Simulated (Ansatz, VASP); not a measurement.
# BN: VASP beside Ansatz

```
B N
1.0
     1.25112    0.72234    3.37293
    -1.25112    0.72234    3.37293
     0.00000   -1.44467    3.37293
B N
1 1
Cartesian
  0.0000 0.0000 10.0255
  0.0000 0.0000 3.4366
```

Change from the starting cell: mode 4 (749.1 1/cm) frozen in, largest displacement -0.090 Å.

Alike in both runs: task single point; functional PBEsol; k mesh 12 × 12 × 12; occupations gaussian, width 0.05 eV; no spin polarisation.

|  | VASP | Ansatz |
| --- | --- | --- |
| version | VASP 6.6.1 | Ansatz 0.2.0 |
| potentials or method | VASP PAW PBE potentials, release 64 (B, N), cutoff 520 eV | scalar-relativistic, plane waves, PAW |
| valence electrons in the cell | 8 | 8 |

VASP gave:

| Quantity | Value |
| --- | --- |
| gap on the k mesh at the Fermi level (eV) | 3.84 |
| least direct gap on the mesh (eV) | 4.52 |
| pressure (GPa) | -0.7 |
| traceless stress, the component that is largest in VASP (GPa) | -1.97 |
| rms of the force components (eV/Å) | 1.174 |

Problem. Estimate Ansatz's values.

Solution. gap on the k mesh at the Fermi level (eV): 3.85; least direct gap on the mesh (eV): 4.53; pressure (GPa): -1.0; traceless stress, the component that is largest in VASP (GPa): -1.51; rms of the force components (eV/Å): 1.173.

VASP's potentials were made for PBE, not for PBEsol. Atom by atom the forces differ by 0.001 eV/Å (rms over components).
